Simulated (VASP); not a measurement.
# PbF2 (P1) in VASP: a series of runs

Runs on PbF2. Level: PBE+D3(BJ). Tasks: single point.

All numbers are computed with VASP 6.6.1; they aren't measurements. Logs are shortened: lines on timing, memory, paths and dates and some standing lists are left out, and cuts for length are marked.

## Step 1: The cell of the first run

The typed cell holds 18 atoms: a = 7.005 Å, b = 7.005 Å, c = 7.005 Å, α = 80.41°, β = 70.53°, γ = 60.00°.

## Step 2: Single point, PBE+D3(BJ)

Contents of INCAR:

```
ALGO     = Normal         # electronic algorithm
EDIFF    = 1E-6           # SCF threshold, eV
ENCUT    = 520            # plane-wave cutoff, eV
GGA      = PE             # functional
ISIF     = 2              # what is computed and relaxed
ISMEAR   = -1             # smearing method
IVDW     = 12             # dispersion correction
LASPH    = T              # aspherical terms in the spheres
LCHARG   = F              # write CHGCAR
LREAL    = Auto         
LWAVE    = F              # write WAVECAR
NBANDS   = 99             # bands
NELM     = 100            # most SCF steps
PREC     = Accurate       # precision mode
SIGMA    = 0.0689         # smearing width, eV
```

Contents of KPOINTS:

```
Automatic mesh
0
Gamma
  2 2 2
  0.5 0.5 0.5
```

Contents of POSCAR:

```
PbF2
1.0
   -5.7192890000     -2.8596440000     -2.8596440000
   -2.8596440000     -5.7192890000      2.8596440000
   -5.7192890000      2.8596440000      2.8596440000
Pb F
6 12
Direct
    0.6932874990      0.6852214605     -0.0020082925
    0.3332571495      0.3389843469     -0.0120860308
    0.0070258743      0.0010564251     -0.0046115881
    0.8170591834      0.3624538156      0.4963056633
    0.4890902214      1.0200768557      0.5022167994
    0.1502118629      0.6669908717      0.4846907545
    0.3380218542      0.6747861302      0.1019193503
    0.9437278283      0.3236499224      0.1274973609
    0.6198889817     -0.0098736055      0.1548671107
    0.4510003531      0.3268640751      0.6252252248
    0.0844795125      1.0230745478      0.5833437095
    0.7756145275      0.6506121449      0.6208389273
    0.5008602945      0.6713214802      0.3979284460
    0.1788773377      0.3598327438      0.3456507030
    0.8399288597      0.0361948275      0.3854490988
    0.6984354496      0.3177680721      0.8908805369
    0.4132666288     -0.0168730773      0.8508015088
    0.0749407842      0.6990407781      0.8367727580
```

Potentials or basis: VASP PAW PBE potentials, release 64 (Pb_d, F).

On the command line:

```
$ cat potpaw_PBE.64/Pb_d/POTCAR potpaw_PBE.64/F/POTCAR > POTCAR
$ mpirun -np 1 vasp_std > vasp.out
```

OUTCAR:

```text
EDIFF = 1E-6
   ENCUT = 520
   GGA = PE
   ISIF = 2
   ISMEAR = -1
   IVDW = 12
   LASPH = T
   LREAL = Auto
   NELM = 100
   PREC = Accurate
 IVDW          = 12

 ion  position               nearest neighbor table
   1  0.693  0.685  0.998-   9 2.31   7 2.38  17 2.41   8 2.48  12 2.54  18 2.58  13 2.68  16 2.78
                             3 3.81   2 3.87   6 3.91   4 3.93   2 3.97   5 4.01   5 4.10   4 4.11
   2  0.333  0.339  0.988-  16 2.35  14 2.37  10 2.40  17 2.55  18 2.57   8 2.63   7 2.63   9 2.66
                             1 3.87   5 3.92   6 3.97   1 3.97   4 3.99   3 4.01   3 4.02   5 4.08
   3  0.007  0.001  0.995-  18 2.32   8 2.36  16 2.42   7 2.54  15 2.59   9 2.60  17 2.63  11 2.75
                             1 3.81   6 3.94   5 3.98   2 4.01   2 4.02   2 4.10   5 4.11   4 4.12
   4  0.817  0.362  0.496-  12 2.18  11 2.31  14 2.39  13 2.41  15 2.45   8 2.45  10 2.54  16 2.62
                             6 3.85   1 3.93   5 3.99   2 3.99   5 4.06   6 4.08   5 4.09   2 4.10
   5  0.489  0.020  0.502-   9 2.30  10 2.31  17 2.32  15 2.37  12 2.57  13 2.62  14 2.67  11 2.69
                             2 3.92   6 3.93   6 3.98   3 3.98   4 3.99   1 4.01   4 4.06   2 4.08
   6  0.150  0.667  0.485-  13 2.34  18 2.37  14 2.40  11 2.47  12 2.53   7 2.57  10 2.58  15 2.59
                             4 3.85   1 3.91   5 3.93   3 3.94   2 3.97   5 3.98   4 4.08   2 4.09
   7  0.338  0.675  0.102-   1 2.38   3 2.54   6 2.57   2 2.63
   8  0.944  0.324  0.127-   3 2.36   4 2.45   1 2.48   2 2.63
   9  0.620  0.990  0.155-   5 2.30   1 2.31   3 2.60   2 2.66
  10  0.451  0.327  0.625-   5 2.31   2 2.40   4 2.54   6 2.58
  11  0.084  0.023  0.583-   4 2.31   6 2.47   5 2.69   3 2.75
  12  0.776  0.651  0.621-   4 2.18   6 2.53   1 2.54   5 2.57
  13  0.501  0.671  0.398-   6 2.34   4 2.41   5 2.62   1 2.68
  14  0.179  0.360  0.346-   2 2.37   4 2.39   6 2.40   5 2.67
  15  0.840  0.036  0.385-   5 2.37   4 2.45   6 2.59   3 2.59
  16  0.698  0.318  0.891-   2 2.35   3 2.42   4 2.62   1 2.78
  17  0.413  0.983  0.851-   5 2.32   1 2.41   2 2.55   3 2.63
  18  0.075  0.699  0.837-   3 2.32   6 2.37   2 2.57   1 2.58

  LATTYP: Found a base centered monoclinic cell.
 ALAT       =     7.0046694625
 B/A-ratio  =     1.7320508076
 C/A-ratio  =     1.0000000000
 COS(beta)  =    -0.3333334888

  Lattice vectors:

 A1 = (   2.8596450000,  -2.8596450000,   5.7192880000)
 A2 = (   2.8596440000,   5.7192890000,  -2.8596440000)
 A3 = (  -5.7192890000,   2.8596440000,   2.8596440000)

Analysis of symmetry for initial positions (statically):
=====================================================================
 Subroutine PRICEL returns:
 Original cell was already a primitive cell.

 Routine SETGRP: Setting up the symmetry group for a
 base centered monoclinic supercell.

 Subroutine GETGRP returns: Found  1 space group operations
 (whereof  1 operations were pure point group operations)
 out of a pool of  4 trial point group operations.

The static configuration has the point symmetry C_1 .

Analysis of symmetry for dynamics (positions and initial velocities):
=====================================================================
 Subroutine PRICEL returns:
 Original cell was already a primitive cell.

 Routine SETGRP: Setting up the symmetry group for a
 base centered monoclinic supercell.

 Subroutine GETGRP returns: Found  1 space group operations
 (whereof  1 operations were pure point group operations)
 out of a pool of  4 trial point group operations.

The dynamic configuration has the point symmetry C_1 .

 Subroutine INISYM returns: Found  1 space group operations
 (whereof  1 operations are pure point group operations),
 and found     1 'primitive' translations

----------------------------------------------------------------------------------------

                                     Primitive cell

  volume of cell :     280.6191

  direct lattice vectors                    reciprocal lattice vectors
    -5.719289000 -2.859644000 -2.859644000    -0.087423454 -0.029141158 -0.145705781
    -2.859644000 -5.719289000  2.859644000     0.000000000 -0.116564612  0.116564612
    -5.719289000  2.859644000  2.859644000    -0.087423454  0.087423454  0.087423485

  length of vectors
     7.004669463  7.004669463  7.004669463     0.172401398  0.164847256  0.151421882

  position of ions in fractional coordinates (direct lattice)
     0.693287499  0.685221461  0.997991707
     0.333257149  0.338984347  0.987913969
     0.007025874  0.001056425  0.995388412
     0.817059183  0.362453816  0.496305663
     0.489090221  0.020076856  0.502216799
     0.150211863  0.666990872  0.484690755
[... 10 lines left out ...]
     0.413266629  0.983126923  0.850801509
     0.074940784  0.699040778  0.836772758

  ion indices of the primitive-cell ions
   primitive index   ion index
                 1           1
                 2           2
                 3           3
[... 50 lines left out ...]
   NGXF,Y,Z  is equivalent  to a cutoff of  25.63, 25.63, 25.63 a.u.
 SYSTEM =  unknown system
   PREC   = accura    normal or accurate (medium, high low for compatibility)
   ISTART =      0    job   : 0-new  1-cont  2-samecut
   ICHARG =      2    charge: 1-file 2-atom 10-const
   ISPIN  =      1    spin polarized calculation?
   LNONCOLLINEAR =      F non collinear calculations
   LSORBIT =      F    spin-orbit coupling
   LASPH  =      T    aspherical Exc in radial PAW
   ENCUT  =  520.0 eV  38.22 Ry    6.18 a.u.  13.02 13.02 13.02*2*pi/ulx,y,z
   NELM   =    100;   NELMIN=  2; NELMDL= -5     # of ELM steps
   EDIFF  = 0.1E-05   stopping-criterion for ELM
   LREAL  =      T    real-space projection
   EDIFFG = 0.1E-04   stopping-criterion for IOM
   NSW    =      0    number of steps for IOM
   IBRION =     -1    ionic relax: 0-MD 1-quasi-New 2-CG
   NFREE  =      0    steps in history (QN), initial steepest desc. (CG)
   ISIF   =      2    stress and relaxation
   ISYM   =      2    0-nonsym 1-usesym 2-fastsym
   POTIM  = 0.5000    time-step for ionic-motion
   TEBEG  =    0.0;   TEEND  =   0.0 temperature during run
   PSTRESS=    0.0 pullay stress
   NELECT =     168.0000    total number of electrons
   NUPDOWN=      -1.0000    fix difference up-down
   EMIN   =  10.00;   EMAX   =-10.00  energy-range for DOS
   EFERMI =   0.00;   METHOD = LEGACY
   ISMEAR =    -1;   SIGMA  =   0.07  broadening in eV -4-tet -1-fermi 0-gaus
   EFERMI_NEDOS =   21; number of points for ismear=-14 and -15
   IALGO  =     38    algorithm
   IMIX   =      4    mixing-type and parameters
     AMIX     =   0.40;   BMIX     =  1.00
     AMIX_MAG =   1.60;   BMIX_MAG =  1.00
  volume/ion in A,a.u.               =      15.59       105.21
  Fermi-wavevector in a.u.,A,eV,Ry     =   1.379766  2.607380 25.902155  1.903755
  Thomas-Fermi vector in A             =   2.504705
   LORBIT       =      0    0 simple, 1 ext, 2 COOP (PROOUT), +10 PAW based schemes
   GGA     = PE    functional components
   LHFCALC =     F    Hartree Fock is set to
   AEXX    =    0.0000 exact exchange contribution
   IVDW    =    12    specifies the selected vdW correction
   LEPSILON=     F    determine dielectric tensor
   LRPA    =     F    only Hartree local field effects (RPA)
 non-spin polarized calculation
  energy-cutoff  :      520.00
  volume of cell :      280.62
 maximum number of plane-waves:      7586
 NGX is ok and might be reduce to    54
   NGX = 27   NGY = 27   NGZ = 27

 number of electron     167.9999999 magnetization

 Free energy of the ion-electron system (eV)
  ---------------------------------------------------
  ext. energy  EPLUGINS =         0.00000000
  ---------------------------------------------------
  free energy    TOTEN  =       -82.88666836 eV

  energy without entropy =      -82.88666836  energy(sigma->0) =      -82.88666836

 E-fermi :   5.6539     XC(G=0):  -9.9608

 val. band max:        4.0285855092   @ k =   0.2500   0.0000  -0.2500
 cond. band min:       7.5565655197   @ k =   0.2500  -0.2500   0.2500
 fundamental gap:      3.5279800106
 Fermi energy:         5.6538596547

 k-point     1 :       0.2500    0.2500    0.2500
  band No.  band energies     occupation
      1     -18.9736      2.00000
      2     -18.8409      2.00000
      3     -18.7647      2.00000
      4     -18.6171      2.00000
      5     -18.5242      2.00000
      6     -18.4317      2.00000
[... 781 lines left out ...]
     95      10.5419      0.00000
     96      10.6390      0.00000
 [bands above 96 left out]

------------------------ aborting loop because EDIFF is reached ----------------------------------------

 Edisp (eV)   -3.07283

 E8    (eV) :    -1.3184

  FORCE on cell =-STRESS in cart. coord.  units (eV):
  Direction    XX          YY          ZZ          XY          YZ          ZX
  --------------------------------------------------------------------------------------
  -------------------------------------------------------------------------------------
  Total      23.89607    22.11707    23.74856     1.92544    -2.33921    -4.99137
  in kB     136.43312   126.27603   135.59093    10.99317   -13.35556   -28.49793
  external pressure =      132.77 kB  Pullay stress =        0.00 kB

 VOLUME and BASIS-vectors are now :
 -----------------------------------------------------------------------------
  energy-cutoff  :      520.00
  volume of cell :      280.62
      direct lattice vectors                 reciprocal lattice vectors
    -5.719289000 -2.859644000 -2.859644000    -0.087423454 -0.029141158 -0.145705781
    -2.859644000 -5.719289000  2.859644000     0.000000000 -0.116564612  0.116564612
    -5.719289000  2.859644000  2.859644000    -0.087423454  0.087423454  0.087423485

 POSITION                                       TOTAL-FORCE (eV/Angst)
 -----------------------------------------------------------------------------------
    -11.63240     -3.04763      2.83083         0.776860      1.046426     -0.184266
     -8.52553     -0.06666      2.84146        -0.223333     -0.204970     -0.063702
     -5.73612      2.82032      2.82939        -0.317975     -0.409861      0.286012
     -8.54800     -2.99022      0.11925         1.059226      1.319462     -0.559575
     -5.72698     -0.07729      0.09495         0.778927      0.656172      0.025017
     -5.53855     -2.85822      2.86385        -0.268326     -1.073777      0.137164
[... 10 lines left out ...]
    -10.04096     -4.37159      4.06259        -0.534137      0.415206      0.862206
     -7.21336     -1.81945      4.17758         0.100858      0.956411     -0.247136
 -----------------------------------------------------------------------------------
    total drift:                               -0.006849      0.003368     -0.001761

  FREE ENERGIE OF THE ION-ELECTRON SYSTEM (eV)
  ---------------------------------------------------
  free  energy   TOTEN  =       -85.9595010706 eV

  energy  without entropy=      -85.9595010705  energy(sigma->0) =      -85.95950107
```

Wall time 5.1 min (1 thread of AMD EPYC 9R45 (Zen 5), shared host); peak memory 0.41 GiB.

What came out:

- Free energy: -85.9595 eV
- Pressure: 13.3 GPa
- Largest force: 2.187 eV/Å
- Band gap on the k mesh: 3.53 eV (least direct gap 3.61 eV)
- Dispersion energy per atom: -0.171 eV

Forces in eV/Å, atoms in the order of the input:
```
Pb   0.777  1.046 -0.184
Pb  -0.223 -0.205 -0.064
Pb  -0.318 -0.410  0.286
Pb   1.059  1.319 -0.560
Pb   0.779  0.656  0.025
Pb  -0.268 -1.074  0.137
F    0.398  0.330  0.227
F   -0.121 -0.694 -0.172
F    0.453 -1.029 -0.411
F    0.155 -0.379  0.649
F   -1.224  0.380 -0.285
F   -1.374 -1.098  1.301
F    0.114 -0.692 -0.162
F   -0.425  0.169 -0.435
F    0.742  0.467 -0.869
F   -0.091 -0.159 -0.099
F   -0.534  0.415  0.862
F    0.101  0.956 -0.247
```

Caveat: the cell stands under pressure; the atoms stand as in a frame of molecular dynamics; spin-orbit coupling is left out, which moves the levels of the heavy elements; a shifted mesh leaves out Γ, where band edges can lie; forces of over 1 eV/Å act on the atoms, so gaps and moduli don't describe the material at rest.

## Step 3: Single point, PBE+D3(BJ)

Contents of INCAR:

```
SYSTEM = PbF2
PREC = Accurate
ENCUT = 520
EDIFF = 1E-6
ISMEAR = -1
SIGMA = 0.0689
LREAL = Auto
LASPH = .True.
NELM = 80
ALGO = Normal
ISIF = 2
LWAVE = .False.
LCHARG = .False.
GGA = PE
IVDW = 12
NBANDS = 99
```

KPOINTS is that of step 2.

Contents of POSCAR:

```
PbF2
1.0
   -5.8321390000     -2.9160690000     -2.9160690000
   -2.9160690000     -5.8321390000      2.9160690000
   -5.8321390000      2.9160690000      2.9160690000
Pb F
6 12
Direct
    0.6800255832      0.6814361295      0.0032988758
    0.3434488244      0.3262111509      0.0011300300
   -0.0012864922     -0.0054110510      0.0029952989
    0.8252198908      0.3582774895      0.4883307841
    0.4780596770      1.0158284988      0.4993331809
    0.1585427564      0.6713860713      0.4821485732
    0.2893283773      0.6881985431      0.0999904579
    0.9550612042      0.3501201618      0.1125281400
    0.6305859809      0.0245421691      0.1051698613
    0.4588530113      0.3389354711      0.5938744322
    0.0868771423      0.9894778451      0.6175385669
    0.8096211285      0.6939142279      0.6604117756
    0.5323284116      0.6605390498      0.3981983734
    0.2438114428      0.3118110589      0.3583754114
    0.8576632723     -0.0314583284      0.3629642978
    0.6863185238      0.3605536128      0.8411368038
    0.3784187507      0.0052351293      0.8679586079
    0.0287516789      0.6758751049      0.8942317340
```

Potentials or basis: VASP PAW PBE potentials, release 64 (Pb_d, F).

On the command line:

```
$ cat potpaw_PBE.64/Pb_d/POTCAR potpaw_PBE.64/F/POTCAR > POTCAR
$ mpirun -np 1 vasp_std > vasp.out
```

Run time: 5.5 min. Hardware: 1 thread of AMD EPYC 9R45 (Zen 5), shared host; peak memory 0.42 GiB.

Results (log left out):

| Property | Result |
| --- | --- |
| Free energy | -87.4012 eV |
| Pressure | 7.2 GPa |
| Largest force | 1.201 eV/Å |
| Band gap on the k mesh | 4.20 eV (least direct gap 4.27 eV) |
| Dispersion energy per atom | -0.161 eV |

Forces in eV/Å, atoms in the order of the input:
```
Pb   0.713  0.478  0.240
Pb   0.738 -0.948  0.022
Pb   0.099 -0.838 -0.228
Pb  -0.182  0.825 -0.011
Pb  -0.730  0.703 -0.269
Pb  -0.475 -0.175 -0.088
F   -0.245  0.448 -0.048
F   -0.125  0.409 -0.090
F   -0.051  0.560  0.031
F   -0.369  0.292 -0.232
F   -0.285 -0.424  0.122
F    1.068  0.352 -0.158
F   -0.058 -0.526  0.078
F    0.633 -0.180  0.707
F   -0.098 -0.486  0.183
F   -0.382 -0.089  0.027
F    0.058 -0.141  0.103
F   -0.309 -0.259 -0.389
```

Stress tensor (GPa, compression positive):
```
 7.26 -0.81  1.66
-0.81  7.23 -0.24
 1.66 -0.24  7.25
```

Levels at points of the mesh, in eV from the valence-band top:
```tsv
k point	band 80	band 81	band 82	band 83	band 84	band 85	band 86	band 87	band 88	band 89
(0.25, 0.25, 0.25)	-0.63	-0.41	-0.26	-0.15	0.00	4.41	4.68	4.89	5.12	5.17
```

Caveat: the cell stands under pressure; the atoms stand as in a frame of molecular dynamics; spin-orbit coupling is left out, which moves the levels of the heavy elements; a shifted mesh leaves out Γ, where band edges can lie; forces of over 1 eV/Å act on the atoms, so gaps and moduli don't describe the material at rest. A k mesh can miss the band edges.

## Step 4: Single point, PBE+D3(BJ)

Contents of INCAR:

```
SYSTEM = PbF2
PREC = Accurate
ENCUT = 520
EDIFF = 1E-6
ISMEAR = -1
SIGMA = 0.0689
LREAL = Auto
LASPH = .TRUE.
NELM = 100
ALGO = Normal
ISIF = 2
LWAVE = .FALSE.
LCHARG = .FALSE.
GGA = PE
IVDW = 12
NBANDS = 99
```

KPOINTS is that of step 3.

Contents of POSCAR:

```
PbF2
1.0
   -5.9354330000     -2.9677170000     -2.9677170000
   -2.9677170000     -5.9354330000      2.9677170000
   -5.9354330000      2.9677170000      2.9677170000
Pb F
6 12
Direct
    0.6668579388      0.6773249917      0.0070234962
    0.3459136928      0.3195936270      0.0013726063
    0.0018852876     -0.0093951017      0.0016046015
    0.8282896785      0.3455656706      0.4953849186
    0.4855746566      0.9989832812      0.5008707019
    0.1672987640      0.6747118716      0.4849082626
    0.2609997807      0.6475208213      0.1343480315
    0.9642458226      0.3543524483      0.1306408041
    0.6374267163     -0.0032564879      0.1063910193
    0.4982071405      0.3501958296      0.5868365089
    0.1001064725      1.0093765690      0.6173330129
    0.7976249927      0.6892545897      0.6408177354
    0.5427770027      0.7212605651      0.3687478616
    0.2249602992      0.3025020358      0.3577406707
    0.8833345811     -0.0586956302      0.3483637667
    0.7063227125      0.4050925796      0.8439051925
    0.3563207770      0.0134058170      0.8824798848
    0.0396624886      0.6577737093      0.9079854388
```

On the command line:

```
$ cat potpaw_PBE.64/Pb_d/POTCAR potpaw_PBE.64/F/POTCAR > POTCAR
$ mpirun -np 1 vasp_std > vasp.out
```

Run time: 5 min. Hardware: 1 thread of AMD EPYC 9R45 (Zen 5), shared host; peak memory 0.42 GiB.

It converged, with:

```yaml
Free_energy: -87.5614 eV
Pressure: 3.4 GPa
Largest_force: 1.591 eV/Å
Band_gap_on_the_k_mesh: 4.29 eV (least direct gap 4.36 eV)
Dispersion_energy_per_atom: -0.153 eV
```

Forces on the atoms (eV/Å):
```
Pb   0.120 -0.256 -0.506
Pb   0.371 -0.357  0.262
Pb   0.125  0.017 -0.071
Pb  -0.671 -0.385 -0.117
Pb  -1.231 -0.741  0.684
Pb   0.056  0.569  0.284
F   -0.592 -0.494 -0.038
F    0.386  0.262 -0.121
F   -0.284 -0.420  0.323
F    0.563  0.562  0.430
F    0.070  0.217 -0.106
F    0.037 -0.251 -0.229
F    0.705  1.215 -0.639
F   -0.203 -0.305  0.149
F   -0.271 -0.435  0.415
F    0.339  1.059 -0.436
F    0.112  0.227 -0.169
F    0.366 -0.482 -0.116
```

Stress tensor (GPa, compression positive):
```
 3.49  0.51 -0.80
 0.51  3.45 -0.43
-0.80 -0.43  3.16
```

Levels at points of the mesh, in eV from the valence-band top:
| k point | band 82 | band 83 | band 84 | band 85 | band 86 | band 87 |
| --- | --- | --- | --- | --- | --- | --- |
| (0.25, 0.25, 0.25) | -0.33 | -0.26 | -0.04 | 4.49 | 4.54 | 4.74 |

Caveat: the cell stands under pressure; the atoms stand as in a frame of molecular dynamics; spin-orbit coupling is left out, which moves the levels of the heavy elements; a shifted mesh leaves out Γ, where band edges can lie; forces of over 1 eV/Å act on the atoms, so gaps and moduli don't describe the material at rest. A k mesh can miss the band edges.

## Step 5: Summary

| cell | gap on the mesh (eV) | pressure (GPa) | largest force (eV/Å) |
| --- | --- | --- | --- |
| a = 7.005 Å, angles 80.4, 70.5, 60.0°, 18 atoms, atomic positions A | 3.53 | 13.3 | 2.19 |
| a = 7.143 Å, angles 80.4, 70.5, 60.0°, 18 atoms, atomic positions B | 4.20 | 7.2 | 1.20 |
| a = 7.269 Å, angles 80.4, 70.5, 60.0°, 18 atoms, atomic positions C | 4.29 | 3.4 | 1.59 |

Alike in all rows: task single point; level PBE+D3(BJ); potentials or basis VASP PAW PBE potentials, release 64 (Pb_d, F); no spin polarisation; k mesh 2 × 2 × 2, shifted; cutoff (eV) 520; smearing fermi-dirac 0.0689 eV.

Caveats: the cell stands under pressure; the atoms stand as in a frame of molecular dynamics; spin-orbit coupling is left out, which moves the levels of the heavy elements; a shifted mesh leaves out Γ, where band edges can lie; forces of over 1 eV/Å act on the atoms, so gaps and moduli don't describe the material at rest.

Absolute energies hang on the potentials; compare differences alone.
